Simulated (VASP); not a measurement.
# NbSnS4 (P4/mmm) in VASP: notebook

NbSnS4 is run at these levels: PBE; tasks: single point, relaxation of cell and atoms.

Program: VASP 6.6.1. These are calculated values, not measurements. Logs are shortened: lines on timing, memory, paths and dates and some standing lists are left out, and cuts for length are marked.

**1. The cell of the first run**

It takes space group P4/mmm (No. 123, tetragonal). The conventional cell has a = 4.357 Å, b = 4.357 Å, c = 6.390 Å, α = 90.00°, β = 90.00°, γ = 90.00°. Within 3.5 Å of Nb (site symmetry 4/mmm) lie 8 S at 2.62 Å. Within 3.7 Å of Sn (site symmetry 4/mmm) lie 8 S at 2.79 Å. S (site symmetry 2mm) has 2 Nb at 2.62 Å and 2 Sn at 2.79 Å and 6 S at 2.91 to 3.49 Å within 3.5 Å.

**2. Single point, PBE**

INCAR

```
PREC = Accurate ; ENCUT = 520
EDIFF = 1E-7 ; ISMEAR = 0
SIGMA = 0.1 ; LREAL = F
LASPH = T ; NELM = 60
ALGO = Normal ; ISIF = 2
LWAVE = F ; LCHARG = T
GGA = PE ; LELF = T
LVHAR = T ; NBANDS = 34
```

KPOINTS

```
Automatic mesh
0
Gamma
  4 4 4
```

POSCAR

```
NbSnS4
1.0
    4.3565888468      0.0000000000      0.0000000000
    0.0000000000      4.3565888468      0.0000000000
    0.0000000000      0.0000000000      6.3903355120
Nb Sn S
1 1 4
Direct
    0.5000000000      0.5000000000      0.5000000000
    0.0000000000      0.0000000000      0.0000000000
    0.5000000000      0.0000000000      0.7273200680
    0.0000000000      0.5000000000      0.2726799320
    0.5000000000      0.0000000000      0.2726799320
    0.0000000000      0.5000000000      0.7273200680
```

Potentials or basis: VASP PAW PBE potentials, release 64 (Nb_sv, Sn_d, S).

On the command line:

```bash
cat potpaw_PBE.64/Nb_sv/POTCAR potpaw_PBE.64/Sn_d/POTCAR potpaw_PBE.64/S/POTCAR > POTCAR
mpirun -np 1 vasp_std > vasp.out
```

OUTCAR:

```text
PREC = Accurate
   ENCUT = 520
   EDIFF = 1E-7
   ISMEAR = 0
   LREAL = F
   LASPH = T
   NELM = 60
   ISIF = 2
   GGA = PE

 ion  position               nearest neighbor table
   1  0.500  0.500  0.500-   3 2.62   4 2.62   5 2.62   6 2.62   3 2.62   5 2.62   4 2.62   6 2.62

   2  0.000  0.000  0.000-   3 2.79   4 2.79   5 2.79   6 2.79   4 2.79   6 2.79   3 2.79   5 2.79

   3  0.500  0.000  0.727-   1 2.62   1 2.62   2 2.79   2 2.79
   4  0.000  0.500  0.273-   1 2.62   1 2.62   2 2.79   2 2.79
   5  0.500  0.000  0.273-   1 2.62   1 2.62   2 2.79   2 2.79
   6  0.000  0.500  0.727-   1 2.62   1 2.62   2 2.79   2 2.79

  LATTYP: Found a simple tetragonal cell.
 ALAT       =     4.3565888468
 C/A-ratio  =     1.4668208860

  Lattice vectors:

 A1 = (   4.3565888468,   0.0000000000,   0.0000000000)
 A2 = (   0.0000000000,   4.3565888468,   0.0000000000)
 A3 = (   0.0000000000,   0.0000000000,   6.3903355120)

Analysis of symmetry for initial positions (statically):
=====================================================================
 Subroutine PRICEL returns:
 Original cell was already a primitive cell.

 Routine SETGRP: Setting up the symmetry group for a
 simple tetragonal supercell.

 Subroutine GETGRP returns: Found 16 space group operations
 (whereof 16 operations were pure point group operations)
 out of a pool of 16 trial point group operations.

The static configuration has the point symmetry D_4h.

Analysis of symmetry for dynamics (positions and initial velocities):
=====================================================================
 Subroutine PRICEL returns:
 Original cell was already a primitive cell.

 Routine SETGRP: Setting up the symmetry group for a
 simple tetragonal supercell.

 Subroutine GETGRP returns: Found 16 space group operations
 (whereof 16 operations were pure point group operations)
 out of a pool of 16 trial point group operations.

The dynamic configuration has the point symmetry D_4h.

 Subroutine INISYM returns: Found 16 space group operations
 (whereof 16 operations are pure point group operations),
 and found     1 'primitive' translations

----------------------------------------------------------------------------------------

                                     Primitive cell

  volume of cell :     121.2877

  direct lattice vectors                    reciprocal lattice vectors
     4.356588847  0.000000000  0.000000000     0.229537382  0.000000000  0.000000000
     0.000000000  4.356588847  0.000000000     0.000000000  0.229537382  0.000000000
     0.000000000  0.000000000  6.390335512     0.000000000  0.000000000  0.156486306

  length of vectors
     4.356588847  4.356588847  6.390335512     0.229537382  0.229537382  0.156486306

  position of ions in fractional coordinates (direct lattice)
     0.500000000  0.500000000  0.500000000
     0.000000000  0.000000000  0.000000000
     0.500000000  0.000000000  0.727320068
     0.000000000  0.500000000  0.272679932
     0.500000000  0.000000000  0.272679932
     0.000000000  0.500000000  0.727320068

  ion indices of the primitive-cell ions
   primitive index   ion index
                 1           1
                 2           2
                 3           3
                 4           4
                 5           5
                 6           6

----------------------------------------------------------------------------------------

 KPOINTS: Automatic mesh

Automatic generation of k-mesh.
 Grid dimensions read from file:
 generate k-points for:    4    4    4

 Generating k-lattice:

  Cartesian coordinates                     Fractional coordinates (reciprocal lattice)
     0.057384346  0.000000000  0.000000000     0.250000000  0.000000000  0.000000000
     0.000000000  0.057384346  0.000000000     0.000000000  0.250000000  0.000000000
     0.000000000  0.000000000  0.039121577     0.000000000  0.000000000  0.250000000

  Length of vectors
     0.057384346  0.057384346  0.039121577

  Shift w.r.t. Gamma in fractional coordinates (k-lattice)
     0.000000000  0.000000000  0.000000000

 Subroutine IBZKPT returns following result:
 ===========================================

 Found     18 irreducible k-points:

 Following reciprocal coordinates:
            Coordinates               Weight
  0.000000  0.000000  0.000000      1.000000
  0.250000  0.000000  0.000000      4.000000
  0.500000  0.000000  0.000000      2.000000
  0.250000  0.250000  0.000000      4.000000
  0.500000  0.250000  0.000000      4.000000
  0.500000  0.500000  0.000000      1.000000
[... 10 lines left out ...]
  0.500000  0.250000  0.500000      4.000000
  0.500000  0.500000  0.500000      1.000000
   k-points           NKPTS =     18   k-points in BZ     NKDIM =     18   number of bands    NBANDS=     34
   number of dos      NEDOS =    301   number of ions     NIONS =      6
   total plane-waves  NPLWV =  49152
   dimension x,y,z NGX =    32 NGY =   32 NGZ =   48
   dimension x,y,z NGXF=    64 NGYF=   64 NGZF=   96
   ions per type =               1   1   4
   NGX,Y,Z   is equivalent  to a cutoff of  12.21, 12.21, 12.49 a.u.
   NGXF,Y,Z  is equivalent  to a cutoff of  24.42, 24.42, 24.97 a.u.
 SYSTEM =  unknown system
   PREC   = accura    normal or accurate (medium, high low for compatibility)
   ISTART =      0    job   : 0-new  1-cont  2-samecut
   ICHARG =      2    charge: 1-file 2-atom 10-const
   ISPIN  =      1    spin polarized calculation?
   LNONCOLLINEAR =      F non collinear calculations
   LSORBIT =      F    spin-orbit coupling
   LASPH  =      T    aspherical Exc in radial PAW
   ENCUT  =  520.0 eV  38.22 Ry    6.18 a.u.   8.10  8.10 11.88*2*pi/ulx,y,z
   NELM   =     60;   NELMIN=  2; NELMDL= -5     # of ELM steps
   EDIFF  = 0.1E-06   stopping-criterion for ELM
   LREAL  =      F    real-space projection
   EDIFFG = 0.1E-05   stopping-criterion for IOM
   NSW    =      0    number of steps for IOM
   IBRION =     -1    ionic relax: 0-MD 1-quasi-New 2-CG
   NFREE  =      0    steps in history (QN), initial steepest desc. (CG)
   ISIF   =      2    stress and relaxation
   ISYM   =      2    0-nonsym 1-usesym 2-fastsym
   POTIM  = 0.5000    time-step for ionic-motion
   TEBEG  =    0.0;   TEEND  =   0.0 temperature during run
   PSTRESS=    0.0 pullay stress
   NELECT =      51.0000    total number of electrons
   NUPDOWN=      -1.0000    fix difference up-down
   EMIN   =  10.00;   EMAX   =-10.00  energy-range for DOS
   EFERMI =   0.00;   METHOD = LEGACY
   ISMEAR =     0;   SIGMA  =   0.10  broadening in eV -4-tet -1-fermi 0-gaus
   EFERMI_NEDOS =   21; number of points for ismear=-14 and -15
   IALGO  =     38    algorithm
   IMIX   =      4    mixing-type and parameters
     AMIX     =   0.40;   BMIX     =  1.00
     AMIX_MAG =   1.60;   BMIX_MAG =  1.00
  volume/ion in A,a.u.               =      20.21       136.41
  Fermi-wavevector in a.u.,A,eV,Ry     =   1.226477  2.317705 20.466496  1.504245
  Thomas-Fermi vector in A             =   2.361476
   LORBIT       =      0    0 simple, 1 ext, 2 COOP (PROOUT), +10 PAW based schemes
   GGA     = PE    functional components
   LHFCALC =     F    Hartree Fock is set to
   AEXX    =    0.0000 exact exchange contribution
   IVDW    =     0    specifies the selected vdW correction
   LEPSILON=     F    determine dielectric tensor
   LRPA    =     F    only Hartree local field effects (RPA)
 non-spin polarized calculation
 Gauss-broadening in eV      SIGMA  =   0.10
  energy-cutoff  :      520.00
  volume of cell :      121.29
 maximum number of plane-waves:      3288
   NGX = 17   NGY = 17   NGZ = 23

 number of electron      50.9999988 magnetization

 Free energy of the ion-electron system (eV)
  ---------------------------------------------------
  ext. energy  EPLUGINS =         0.00000000
  ---------------------------------------------------
  free energy    TOTEN  =       -32.61665890 eV

  energy without entropy =      -32.59410190  energy(sigma->0) =      -32.60538040

 E-fermi :   6.8743     XC(G=0): -10.2842

 val. band max:        6.8725999151   @ k =   0.5000   0.5000   0.0000
 cond. band min:       6.9137101400   @ k =   0.5000   0.0000   0.5000
 fundamental gap:      0.0411102248
 Fermi energy:         6.8743023115

 k-point     1 :       0.0000    0.0000    0.0000
  band No.  band energies     occupation
      1     -49.0430      2.00000
      2     -25.0902      2.00000
      3     -25.0305      2.00000
      4     -25.0305      2.00000
      5     -14.6832      2.00000
      6     -14.6519      2.00000
[... 26 lines left out ...]
     33      10.6573      0.00000
     34      10.7724      0.00000

 k-point     2 :       0.2500    0.0000    0.0000
  band No.  band energies     occupation
      1     -49.0428      2.00000
      2     -25.0884      2.00000
      3     -25.0415      2.00000
      4     -25.0300      2.00000
      5     -14.6758      2.00000
      6     -14.6556      2.00000
[... 26 lines left out ...]
     33      11.1325      0.00000
     34      11.2555      0.00000

 k-point     3 :       0.5000    0.0000    0.0000
  band No.  band energies     occupation
      1     -49.0426      2.00000
      2     -25.0867      2.00000
      3     -25.0524      2.00000
      4     -25.0296      2.00000
      5     -14.6686      2.00000
      6     -14.6631      2.00000
[... 26 lines left out ...]
     33      12.5483      0.00000
     34      12.8189      0.00000
[... 482 lines left out ...]
 k-point    17 :       0.5000    0.2500    0.5000
  band No.  band energies     occupation
      1     -49.0423      2.00000
      2     -25.0851      2.00000
      3     -25.0518      2.00000
      4     -25.0404      2.00000
      5     -14.6631      2.00000
      6     -14.6602      2.00000
[... 26 lines left out ...]
     33      12.1087      0.00000
     34      12.5868      0.00000

 k-point    18 :       0.5000    0.5000    0.5000
  band No.  band energies     occupation
      1     -49.0421      2.00000
      2     -25.0833      2.00000
      3     -25.0513      2.00000
      4     -25.0513      2.00000
      5     -14.6626      2.00000
      6     -14.6626      2.00000
[... 26 lines left out ...]
     33      12.2473      0.00000
     34      12.7791      0.00000

------------------------ aborting loop because EDIFF is reached ----------------------------------------

  FORCE on cell =-STRESS in cart. coord.  units (eV):
  Direction    XX          YY          ZZ          XY          YZ          ZX
  --------------------------------------------------------------------------------------
  -------------------------------------------------------------------------------------
  Total       -0.0868779     -0.0868779     -0.1078975      0.0000000     -0.0000000      0.0000000
  in kB       -1.1476329     -1.1476329     -1.4252958      0.0000000     -0.0000000      0.0000000
  external PRESSURE =      -1.2401872 kB  Pullay stress =       0.0000000 kB

 VOLUME and BASIS-vectors are now :
 -----------------------------------------------------------------------------
  energy-cutoff  :      520.00
  volume of cell :      121.29
      direct lattice vectors                 reciprocal lattice vectors
     4.356588847  0.000000000  0.000000000     0.229537382  0.000000000  0.000000000
     0.000000000  4.356588847  0.000000000     0.000000000  0.229537382  0.000000000
     0.000000000  0.000000000  6.390335512     0.000000000  0.000000000  0.156486306

 POSITION                                       TOTAL-FORCE (eV/Angst)
 -----------------------------------------------------------------------------------
      2.17829      2.17829      3.19517        -0.000000     -0.000000     -0.000000
      0.00000      0.00000      0.00000        -0.000000     -0.000000     -0.000000
      2.17829      0.00000      4.64782        -0.000000      0.000000     -0.027249
      0.00000      2.17829      1.74252         0.000000      0.000000      0.027249
      2.17829      0.00000      1.74252         0.000000     -0.000000      0.027249
      0.00000      2.17829      4.64782        -0.000000      0.000000     -0.027249
 -----------------------------------------------------------------------------------
    total drift:                                0.000000      0.000000     -0.000000

  FREE ENERGIE OF THE ION-ELECTRON SYSTEM (eV)
  ---------------------------------------------------
  free  energy   TOTEN  =       -32.6166588994 eV

  energy  without entropy=      -32.5941019016  energy(sigma->0) =      -32.60538040
```

Wall time 91 s (1 thread of Intel Xeon 6975P-C, shared host); peak memory 0.25 GiB.

What came out:

```
Free energy   : -32.6167 eV
Pressure      : -0.1 GPa
Largest force : 0.027 eV/Å
```

Forces on the atoms (eV/Å):
```
Nb   0.000  0.000  0.000
Sn   0.000  0.000  0.000
S    0.000  0.000 -0.027
S    0.000  0.000  0.027
S    0.000  0.000  0.027
S    0.000  0.000 -0.027
```

Caveat: the k points lie up to 0.36 Å⁻¹ apart; spin-orbit coupling is left out, which moves the levels of the heavy elements.

(Part 1 of 2 ends here.)
